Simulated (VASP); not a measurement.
# P (Pm-3n) in VASP: further runs, part 2 of 2

VASP 6.6.1.

## 4. Relaxation of cell and atoms, RPBE

This run uses another cell than the first one, of 15.22 Å³/atom.

The input, INCAR:

```
SYSTEM = P
PREC = Accurate ; ENCUT = 600
EDIFF = 1E-7 ; ISMEAR = -1
SIGMA = 0.1 ; LREAL = .False.
LASPH = .True. ; NELM = 60
ALGO = Normal ; ISIF = 3
LWAVE = .False. ; LCHARG = .False.
GGA = RP ; IBRION = 2
NSW = 80 ; EDIFFG = -0.01
```

The input, KPOINTS:

```
Automatic mesh
0
Gamma
  5 5 5
  0 0 0
```

The input, POSCAR:

```
P
1.0
    4.9567132665      0.0000000000      0.0000000000
    0.0000000000      4.9567132665      0.0000000000
    0.0000000000      0.0000000000      4.9567132665
P
8
Direct
    0.0000000000      0.0000000000      0.0000000000
    0.5000000000      0.5000000000      0.5000000000
    0.2500000000      0.0000000000      0.5000000000
    0.7500000000      0.0000000000      0.5000000000
    0.5000000000      0.2500000000      0.0000000000
    0.5000000000      0.7500000000      0.0000000000
    0.0000000000      0.5000000000      0.2500000000
    0.0000000000      0.5000000000      0.7500000000
```

Potentials or basis: VASP PAW PBE potentials, release 64 (P).

Command:

```bash
> cat potpaw_PBE.64/P/POTCAR > POTCAR
> mpirun -np 1 vasp_std > vasp.out
```

OUTCAR:

```text
SYSTEM = P
   PREC = Accurate
   ENCUT = 600
   EDIFF = 1E-7
   ISMEAR = -1
   LREAL = .False.
   LASPH = .True.
   NELM = 60
   ISIF = 3
   GGA = RP
   IBRION = 2
   NSW = 80
   EDIFFG = -0.01

 ion  position               nearest neighbor table
   1  0.000  0.000  0.000-   3 2.77   4 2.77   5 2.77   6 2.77   7 2.77   8 2.77   3 2.77   4 2.77
                             7 2.77   8 2.77   5 2.77   6 2.77
   2  0.500  0.500  0.500-   3 2.77   4 2.77   5 2.77   6 2.77   7 2.77   8 2.77   5 2.77   6 2.77
                             3 2.77   4 2.77   7 2.77   8 2.77
   3  0.250  0.000  0.500-   4 2.48   4 2.48   1 2.77   1 2.77   2 2.77   2 2.77
   4  0.750  0.000  0.500-   3 2.48   3 2.48   1 2.77   1 2.77   2 2.77   2 2.77
   5  0.500  0.250  0.000-   6 2.48   6 2.48   1 2.77   2 2.77   2 2.77   1 2.77
   6  0.500  0.750  0.000-   5 2.48   5 2.48   1 2.77   2 2.77   2 2.77   1 2.77
   7  0.000  0.500  0.250-   8 2.48   8 2.48   1 2.77   2 2.77   1 2.77   2 2.77
   8  0.000  0.500  0.750-   7 2.48   7 2.48   1 2.77   2 2.77   1 2.77   2 2.77

  LATTYP: Found a simple cubic cell.
 ALAT       =     4.9567132665

  Lattice vectors:

 A1 = (   4.9567132665,   0.0000000000,   0.0000000000)
 A2 = (   0.0000000000,   4.9567132665,   0.0000000000)
 A3 = (   0.0000000000,   0.0000000000,   4.9567132665)

Analysis of symmetry for initial positions (statically):
=====================================================================
[... 163 lines left out ...]

 number of electron      40.0000003 magnetization

 Free energy of the ion-electron system (eV)
  ---------------------------------------------------
  ext. energy  EPLUGINS =         0.00000000
  ---------------------------------------------------
  free energy    TOTEN  =       -32.89996833 eV

  energy without entropy =      -32.75507899  energy(sigma->0) =      -32.82752366

------------------------ aborting loop because EDIFF is reached ----------------------------------------

  FORCE on cell =-STRESS in cart. coord.  units (eV):
  Direction    XX          YY          ZZ          XY          YZ          ZX
  --------------------------------------------------------------------------------------
  -------------------------------------------------------------------------------------
  Total       -1.4865791     -1.4865791     -1.4865791     -0.0000000      0.0000000     -0.0000000
  in kB      -19.5576743    -19.5576743    -19.5576743     -0.0000000      0.0000000     -0.0000000
  external PRESSURE =     -19.5576743 kB  Pullay stress =       0.0000000 kB
[... 71 lines left out ...]
--------------------------------------- Ionic step        3  -------------------------------------------

 number of electron      40.0000004 magnetization

 Free energy of the ion-electron system (eV)
  ---------------------------------------------------
  ext. energy  EPLUGINS =         0.00000000
  ---------------------------------------------------
  free energy    TOTEN  =       -32.91875889 eV

  energy without entropy =      -32.78469791  energy(sigma->0) =      -32.85172840

 E-fermi :   9.3885     XC(G=0): -11.3711

 val. band max:        9.3031934964   @ k =   0.4000   0.2000   0.0000
 cond. band min:       9.3917655815   @ k =   0.4000   0.4000   0.4000
 fundamental gap:      0.0885720851
 Fermi energy:         9.3885488340

 k-point     1 :       0.0000    0.0000    0.0000
  band No.  band energies     occupation
      1      -6.6253      2.00000
      2      -1.9723      2.00000
      3      -1.9723      2.00000
      4      -1.7405      2.00000
      5       0.0496      2.00000
      6       0.0496      2.00000
[... 304 lines left out ...]
  FREE ENERGIE OF THE ION-ELECTRON SYSTEM (eV)
  ---------------------------------------------------
  free  energy   TOTEN  =       -32.9187588935 eV

  energy  without entropy=      -32.7846979073  energy(sigma->0) =      -32.85172840

 reached required accuracy - stopping structural energy minimisation
```

OSZICAR:

```text
N       E                     dE             d eps       ncg     rms          rms(c)
DAV:   1     0.154763744955E+03    0.15476E+03   -0.19505E+04   500   0.158E+03
DAV:   2    -0.202729467263E+02   -0.17504E+03   -0.17225E+03   619   0.216E+02
DAV:   3    -0.327209455215E+02   -0.12448E+02   -0.12168E+02   667   0.500E+01
[... 25 lines left out ...]
DAV:   3    -0.329187638717E+02    0.61509E-04   -0.90344E-05   544   0.441E-02    0.105E-02
DAV:   4    -0.329187612483E+02    0.26234E-05   -0.40391E-06   645   0.972E-03    0.754E-03
DAV:   5    -0.329187592777E+02    0.19706E-05   -0.97902E-08   321   0.190E-03    0.122E-03
DAV:   6    -0.329187588901E+02    0.38760E-06   -0.55949E-08   290   0.127E-03    0.426E-04
DAV:   7    -0.329187588935E+02   -0.33695E-08   -0.86852E-09   286   0.522E-04
   3 F= -.32918759E+02 E0= -.32851728E+02  d E =-.187906E-01
```

Run time: 90 s. Hardware: 1 thread of AMD EPYC 7R13, shared host; peak memory 0.21 GiB.

Results:

- Free energy: -32.9188 eV
- Relaxed volume: 14.85 Å³/atom
- Relaxed cell: a = 4.916 Å, b = 4.916 Å, c = 4.916 Å, α = 90.00°, β = 90.00°, γ = 90.00°
- Space group after relaxing (to 0.1 Å): Pm-3n (No. 223)
- Energy gained by relaxing: 2.3 meV/atom
- Ionic steps: 3
- Pressure after relaxing: 0.0 GPa
- Band gap on the k mesh: zero (bands 20 and 21 overlap by 0.64 eV)

Step by step:
| step | energy change (eV) | largest force (eV/Å) | pressure (GPa) | volume (Å³) |
| --- | --- | --- | --- | --- |
| 1 | 0.0000 | 0.0000 | -1.96 | 121.78 |
| 2 | -0.0187 | 0.0000 | 0.17 | 118.54 |
| 3 | -0.0188 | 0.0000 | 0.00 | 118.77 |

Final structure:
```
CELL_PARAMETERS angstrom
4.91558 0.00000 0.00000
0.00000 4.91558 0.00000
0.00000 0.00000 4.91558
ATOMIC_POSITIONS crystal
P 0.00000 0.00000 0.00000
P 0.50000 0.50000 0.50000
P 0.25000 0.00000 0.50000
P 0.75000 0.00000 0.50000
P 0.50000 0.25000 0.00000
P 0.50000 0.75000 0.00000
P 0.00000 0.50000 0.25000
P 0.00000 0.50000 0.75000
```

Levels at points of the mesh, in eV from the Fermi level:
```csv
k point,band 18,band 19,band 20,band 21,band 22,band 23
"(0.00, 0.00, 0.00)",-2.39,-2.39,-2.15,1.16,1.16,1.16
```

Caveat: the PAW data sets were made with another functional, which shifts forces and pressure a little.

## 5. Summary

| task | cell | k mesh | cutoff (eV) | gap on the mesh (eV) | pressure (GPa) |
| --- | --- | --- | --- | --- | --- |
| single point | a = 4.925 Å, 8 atoms | 5 × 5 × 5 | 520 | none | -0.5 |
| single point | a = 4.925 Å, 8 atoms | 7 × 7 × 7 | 520 | none | -0.2 |
| relaxation of cell and atoms | relaxed from a = 4.957 Å, 8 atoms | 5 × 5 × 5 | 600 | none | 0.0 |

Alike in all rows: level RPBE; potentials or basis VASP PAW PBE potentials, release 64 (P); no spin polarisation; smearing fermi-dirac 0.1 eV.

Caveats: the PAW data sets were made with another functional, which shifts forces and pressure a little.

Absolute energies hang on the potentials; compare differences alone.
